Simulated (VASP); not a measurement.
# Si16C (a cell with a defect) in VASP: single point with r2SCAN+D3(BJ)

Aim: the single point of Si16C (a cell with a defect) with r2SCAN+D3(BJ).

All numbers are computed with VASP 6.6.1; they aren't measurements. Logs are shortened: lines on timing, memory, paths and dates and some standing lists are left out, and cuts for length are marked.

### Step 1. The cell of the first run

The cell holds a defect, 17 atoms: a = 7.679 Å, b = 7.679 Å, c = 7.679 Å, α = 60.00°, β = 60.00°, γ = 60.00°.

### Step 2. Single point, r2SCAN+D3(BJ), collinear spin, zero start

File POSCAR:

```
Si16C
1.0
    0.0000000000      5.4300000000      5.4300000000
    5.4300000000      0.0000000000      5.4300000000
    5.4300000000      5.4300000000      0.0000000000
Si C
16 1
Direct
    0.0134003683     -0.0198823204     -0.0039475138
    0.0660525783      0.1528698895      0.1359678637
   -0.0096953039      0.0081991713      0.5052249540
    0.1335120626      0.1247444751      0.6194010129
   -0.0119997238      0.5211240331      0.0081792818
    0.1493160221      0.6066622468      0.1354965009
    0.0079798343      0.4987074586      0.5088030387
    0.1230090239      0.6341353591      0.6333567219
    0.4459795580      0.0451930018     -0.0136865562
    0.6435001842      0.0286593002      0.1374593002
    0.5115034991      0.0014786372      0.4998180479
    0.6181969613      0.1494557090      0.6169859116
    0.5246674954      0.5051991713      0.0226162983
    0.6134623389      0.6781089319      0.1275218232
    0.4975586556      0.5232641805      0.5011081952
    0.6335752302      0.6205838858      0.6430702578
    0.6699343462      0.2292735727      0.1716481584
```

File INCAR.step1:

```
ALGO = Normal
EDIFF = 1E-4
ENCUT = 520
GGA = PE
ISMEAR = -1
ISPIN = 2
LASPH = T
LCHARG = F
LREAL = Auto
LWAVE = T
MAGMOM = 0 0 0 0 0 0 0 0 0 0 0 0 0 0 0 0 0
NBANDS = 52
NELM = 150
PREC = Accurate
SIGMA = 0.02
```

File INCAR.step2:

```
ALGO = Normal
EDIFF = 1E-6
ENCUT = 520
ISIF = 2
ISMEAR = -1
ISPIN = 2
ISTART = 1
IVDW = 12
LASPH = T
LCHARG = F
LMIXTAU = T
LORBIT = 11
LREAL = Auto
LWAVE = F
MAGMOM = 0 0 0 0 0 0 0 0 0 0 0 0 0 0 0 0 0
METAGGA = R2SCAN
NBANDS = 52
NELM = 150
PREC = Accurate
SIGMA = 0.02
VDW_A1 = 0.49484001
VDW_A2 = 5.73083694
VDW_S6 = 1.0
VDW_S8 = 0.78981345
```

File KPOINTS:

```
k-points
0
Gamma
  2 2 2
```

Potentials or basis: VASP PAW PBE potentials, release 64 (Si, C).

Launch:

```
> cat potpaw_PBE.64/Si/POTCAR potpaw_PBE.64/C/POTCAR > POTCAR
> cp INCAR.step1 INCAR
> mpirun -np 1 vasp_std > vasp.out
> cp INCAR.step2 INCAR
> mpirun -np 1 vasp_std > vasp.out
```

OUTCAR:

```text
EDIFF = 1E-6
   ENCUT = 520
   ISIF = 2
   ISMEAR = -1
   ISPIN = 2
   ISTART = 1
   IVDW = 12
   LASPH = T
   LORBIT = 11
   LREAL = Auto
   METAGGA = R2SCAN
   NELM = 150
   PREC = Accurate
 IVDW          = 12

 ion  position               nearest neighbor table
   1  0.013  0.980  0.996-   2 2.34   6 2.35   4 2.37  10 2.38  17 2.53
   2  0.066  0.153  0.136-   5 2.33   3 2.34   1 2.34   9 2.39
   3  0.990  0.008  0.505-  12 2.34   2 2.34   8 2.35   4 2.35
   4  0.134  0.125  0.619-   7 2.35   3 2.35   1 2.37  11 2.37
   5  0.988  0.521  0.008-   2 2.33   8 2.35  14 2.36   6 2.36
   6  0.149  0.607  0.135-   7 2.34   1 2.35   5 2.36  13 2.37
   7  0.008  0.499  0.509-   6 2.34   4 2.35  16 2.35   8 2.35
   8  0.123  0.634  0.633-   3 2.35  15 2.35   5 2.35   7 2.35
   9  0.446  0.045  0.986-  10 2.25  12 2.34  14 2.34   2 2.39
  10  0.644  0.029  0.137-  17 1.80   9 2.25  11 2.37   1 2.38  14 2.85  13 3.04
  11  0.512  0.001  0.500-  12 2.34  17 2.35   4 2.37  10 2.37  16 2.39
  12  0.618  0.149  0.617-   3 2.34  11 2.34   9 2.34  15 2.35
  13  0.525  0.505  0.023-  17 1.88  14 2.32   6 2.37  16 2.39  10 3.04
  14  0.613  0.678  0.128-  13 2.32   9 2.34  15 2.35   5 2.36  10 2.85
  15  0.498  0.523  0.501-  12 2.35   8 2.35  14 2.35  16 2.36
  16  0.634  0.621  0.643-   7 2.35  15 2.36  13 2.39  11 2.39
  17  0.670  0.229  0.172-  10 1.80  13 1.88  11 2.35   1 2.53

  LATTYP: Found a face centered cubic cell.
 ALAT       =    10.8600000000

  Lattice vectors:

 A1 = (   0.0000000000,   5.4300000000,   5.4300000000)
 A2 = (   5.4300000000,   0.0000000000,   5.4300000000)
 A3 = (   5.4300000000,   5.4300000000,   0.0000000000)

Analysis of symmetry for initial positions (statically):
=====================================================================
 Subroutine PRICEL returns:
 Original cell was already a primitive cell.

 Routine SETGRP: Setting up the symmetry group for a
 face centered cubic supercell.

 Subroutine GETGRP returns: Found  1 space group operations
 (whereof  1 operations were pure point group operations)
 out of a pool of 48 trial point group operations.

The static configuration has the point symmetry C_1 .

Analysis of symmetry for dynamics (positions and initial velocities):
=====================================================================
 Subroutine PRICEL returns:
 Original cell was already a primitive cell.

 Routine SETGRP: Setting up the symmetry group for a
 face centered cubic supercell.

 Subroutine GETGRP returns: Found  1 space group operations
 (whereof  1 operations were pure point group operations)
 out of a pool of 48 trial point group operations.

The dynamic configuration has the point symmetry C_1 .

Analysis of structural, dynamic, and magnetic symmetry:
=====================================================================
 Subroutine PRICEL returns:
 Original cell was already a primitive cell.

 Routine SETGRP: Setting up the symmetry group for a
 face centered cubic supercell.

 Subroutine GETGRP returns: Found  1 space group operations
 (whereof  1 operations were pure point group operations)
 out of a pool of 48 trial point group operations.

The overall configuration has the point symmetry C_1 .

 Subroutine INISYM returns: Found  1 space group operations
 (whereof  1 operations are pure point group operations),
 and found     1 'primitive' translations

----------------------------------------------------------------------------------------

                                     Primitive cell

  volume of cell :     320.2060

  direct lattice vectors                    reciprocal lattice vectors
     0.000000000  5.430000000  5.430000000    -0.092081031  0.092081031  0.092081031
     5.430000000  0.000000000  5.430000000     0.092081031 -0.092081031  0.092081031
     5.430000000  5.430000000  0.000000000     0.092081031  0.092081031 -0.092081031

  length of vectors
     7.679179644  7.679179644  7.679179644     0.159489025  0.159489025  0.159489025

  position of ions in fractional coordinates (direct lattice)
     0.013400368  0.980117680  0.996052486
     0.066052578  0.152869890  0.135967864
     0.990304696  0.008199171  0.505224954
     0.133512063  0.124744475  0.619401013
     0.988000276  0.521124033  0.008179282
[... 74 lines left out ...]
   ions per type =              16   1
   NGX,Y,Z   is equivalent  to a cutoff of  12.99, 12.99, 12.99 a.u.
   NGXF,Y,Z  is equivalent  to a cutoff of  25.98, 25.98, 25.98 a.u.
 SYSTEM =  unknown system
   PREC   = accura    normal or accurate (medium, high low for compatibility)
   ISTART =      1    job   : 0-new  1-cont  2-samecut
   ICHARG =      0    charge: 1-file 2-atom 10-const
   ISPIN  =      2    spin polarized calculation?
   LNONCOLLINEAR =      F non collinear calculations
   LSORBIT =      F    spin-orbit coupling
   LASPH  =      T    aspherical Exc in radial PAW
   ENCUT  =  520.0 eV  38.22 Ry    6.18 a.u.  14.28 14.28 14.28*2*pi/ulx,y,z
   NELM   =    150;   NELMIN=  2; NELMDL=  0     # of ELM steps
   EDIFF  = 0.1E-05   stopping-criterion for ELM
   LREAL  =      T    real-space projection
   EDIFFG = 0.1E-04   stopping-criterion for IOM
   NSW    =      0    number of steps for IOM
   IBRION =     -1    ionic relax: 0-MD 1-quasi-New 2-CG
   NFREE  =      0    steps in history (QN), initial steepest desc. (CG)
   ISIF   =      2    stress and relaxation
   ISYM   =      2    0-nonsym 1-usesym 2-fastsym
   POTIM  = 0.5000    time-step for ionic-motion
   TEBEG  =    0.0;   TEEND  =   0.0 temperature during run
   PSTRESS=    0.0 pullay stress
   NELECT =      68.0000    total number of electrons
   NUPDOWN=      -1.0000    fix difference up-down
   EMIN   =  10.00;   EMAX   =-10.00  energy-range for DOS
   EFERMI =   0.00;   METHOD = LEGACY
   ISMEAR =    -1;   SIGMA  =   0.02  broadening in eV -4-tet -1-fermi 0-gaus
   EFERMI_NEDOS =   21; number of points for ismear=-14 and -15
   IALGO  =     38    algorithm
   IMIX   =      4    mixing-type and parameters
     AMIX     =   0.40;   BMIX     =  1.00
     AMIX_MAG =   1.60;   BMIX_MAG =  1.00
  volume/ion in A,a.u.               =      18.84       127.11
  Fermi-wavevector in a.u.,A,eV,Ry     =   0.976715  1.845724 12.979587  0.953973
  Thomas-Fermi vector in A             =   2.107356
   LORBIT       =     11    0 simple, 1 ext, 2 COOP (PROOUT), +10 PAW based schemes
   METAGGA = R2SCAN    functional components
   LHFCALC =     F    Hartree Fock is set to
   AEXX    =    0.0000 exact exchange contribution
   IVDW    =    12    specifies the selected vdW correction
   LEPSILON=     F    determine dielectric tensor
   LRPA    =     F    only Hartree local field effects (RPA)
 spin polarized calculation
  energy-cutoff  :      520.00
  volume of cell :      320.21
 maximum number of plane-waves:      8646
 NGX is ok and might be reduce to    60
   NGX = 29   NGY = 29   NGZ = 29

 number of electron      68.0000000 magnetization      -0.0000000

 number of electron      68.0000000 magnetization       0.0000000

 Free energy of the ion-electron system (eV)
  ---------------------------------------------------
  ext. energy  EPLUGINS =         0.00000000
  ---------------------------------------------------
  free energy    TOTEN  =      -144.66375897 eV

  energy without entropy =     -144.66365002  energy(sigma->0) =     -144.66370449

 E-fermi :   5.9816     XC(G=0): -10.0341

 val. band max:        5.8423496211   @ k =   0.0000   0.0000   0.0000
 cond. band min:       6.1135488713   @ k =   0.5000   0.0000   0.5000
 fundamental gap:      0.2711992502
 Fermi energy:         5.9816384694

 spin component 1

 k-point     1 :       0.0000    0.0000    0.0000
  band No.  band energies     occupation
      1      -7.8249      1.00000
      2      -5.8143      1.00000
      3      -4.3174      1.00000
      4      -4.2788      1.00000
      5      -4.2338      1.00000
      6      -3.5629      1.00000
[... 381 lines left out ...]
     45      10.3724      0.00000
     46      10.4548      0.00000
 Fermi energy:         5.9816384694

 spin component 2

 k-point     1 :       0.0000    0.0000    0.0000
  band No.  band energies     occupation
      1      -7.8249      1.00000
      2      -5.8143      1.00000
      3      -4.3174      1.00000
      4      -4.2788      1.00000
      5      -4.2338      1.00000
      6      -3.5629      1.00000
[... 381 lines left out ...]
     45      10.3724      0.00000
     46      10.4548      0.00000
 [bands above 46 left out]

------------------------ aborting loop because EDIFF is reached ----------------------------------------

 Edisp (eV)   -2.49962

 E8    (eV) :    -0.7860

  FORCE on cell =-STRESS in cart. coord.  units (eV):
  Direction    XX          YY          ZZ          XY          YZ          ZX
  --------------------------------------------------------------------------------------
  -------------------------------------------------------------------------------------
  Total       1.93695    -0.70970    -0.61168     0.55435     0.42229     2.58369
  in kB       9.69167    -3.55103    -3.06060     2.77375     2.11295    12.92770
  external pressure =        1.03 kB  Pullay stress =        0.00 kB

 VOLUME and BASIS-vectors are now :
 -----------------------------------------------------------------------------
  energy-cutoff  :      520.00
  volume of cell :      320.21
      direct lattice vectors                 reciprocal lattice vectors
     0.000000000  5.430000000  5.430000000    -0.092081031  0.092081031  0.092081031
     5.430000000  0.000000000  5.430000000     0.092081031 -0.092081031  0.092081031
     5.430000000  5.430000000  0.000000000     0.092081031  0.092081031 -0.092081031

 POSITION                                       TOTAL-FORCE (eV/Angst)
 -----------------------------------------------------------------------------------
     10.73060      5.48133      5.39480         0.086329     -0.000263     -0.034563
      1.56839      1.09697      1.18875        -0.092982      0.128572      0.055107
      2.78789      8.12073      5.42188         0.012980      0.026188     -0.007352
      4.04071      4.08832      1.40233         0.019997     -0.037575      0.005324
      2.87412      5.40925      8.19454         0.002796     -0.083691      0.020332
      4.02992      1.54653      4.10496        -0.026122      0.022981     -0.016866
[... 9 lines left out ...]
      6.86164      6.93218      6.81008         0.047234      0.002214      0.060655
      2.17700      4.56979      4.88270         0.010894     -0.256329     -0.159760
 -----------------------------------------------------------------------------------
    total drift:                               -0.006500      0.006605      0.004931

  FREE ENERGIE OF THE ION-ELECTRON SYSTEM (eV)
  ---------------------------------------------------
  free  energy   TOTEN  =      -147.1633825617 eV

  energy  without entropy=     -147.1632736085  energy(sigma->0) =     -147.16332809

 total charge

# of ion       s       p       d       tot
------------------------------------------
    1        0.751   0.922   0.000   1.672
    2        0.743   0.938   0.000   1.681
    3        0.735   0.983   0.000   1.718
    4        0.736   0.968   0.000   1.704
    5        0.740   0.964   0.000   1.704
    6        0.747   0.956   0.000   1.703
[... 9 lines left out ...]
   16        0.747   0.944   0.000   1.690
   17        0.934   1.407   0.000   2.341
--------------------------------------------------
tot         12.832  16.764   0.000  29.595

 magnetization (x)

# of ion       s       p       d       tot
------------------------------------------
    1       -0.000   0.000   0.000  -0.000
    2        0.000   0.000   0.000   0.000
    3        0.000   0.000   0.000   0.000
    4        0.000  -0.000   0.000   0.000
    5       -0.000  -0.000   0.000  -0.000
    6       -0.000   0.000   0.000   0.000
[... 9 lines left out ...]
   16       -0.000  -0.000   0.000  -0.000
   17       -0.000   0.000   0.000   0.000
--------------------------------------------------
tot          0.000   0.000   0.000   0.000
```

Run time: 25 min. Hardware: 1 thread of AMD EPYC 9R45 (Zen 5), shared host; peak memory 0.8 GiB.

What came out:

```
Free energy                                           : -147.1634 eV
Pressure                                              : 0.1 GPa
Largest force                                         : 0.302 eV/Å
Band gap on the k mesh                                : zero (filled and empty bands overlap)
Net moment                                            : 0.00 μB per cell
Valence electrons inside the program's atomic spheres : Si 1.67, 1.68, 1.72, 1.70, 1.71, 1.75, 1.73, 1.66, 1.69 (each value once); C 2.34
Dispersion energy per atom                            : -0.147 eV
```

Forces in eV/Å, atoms in the order of the input:
```
Si   0.086  0.000 -0.035
Si  -0.093  0.129  0.055
Si   0.013  0.026 -0.007
Si   0.020 -0.038  0.005
Si   0.003 -0.084  0.020
Si  -0.026  0.023 -0.017
Si   0.029  0.017 -0.026
Si  -0.020 -0.013  0.007
Si  -0.031  0.027 -0.019
Si  -0.216  0.074  0.168
Si   0.076  0.060 -0.031
Si   0.029  0.019  0.006
Si   0.141  0.082  0.056
Si  -0.116 -0.098 -0.086
Si   0.047  0.030  0.003
Si   0.047  0.002  0.061
C    0.011 -0.256 -0.160
```

Stress tensor (GPa, compression positive):
```
 0.97  0.28  1.29
 0.28 -0.36  0.21
 1.29  0.21 -0.31
```

Caveat: the k points lie up to 0.50 Å⁻¹ apart; the PAW data sets were made with another functional, which shifts forces and pressure a little.

The gap in the log of VASP goes by the Fermi energy; the results here count the filled bands.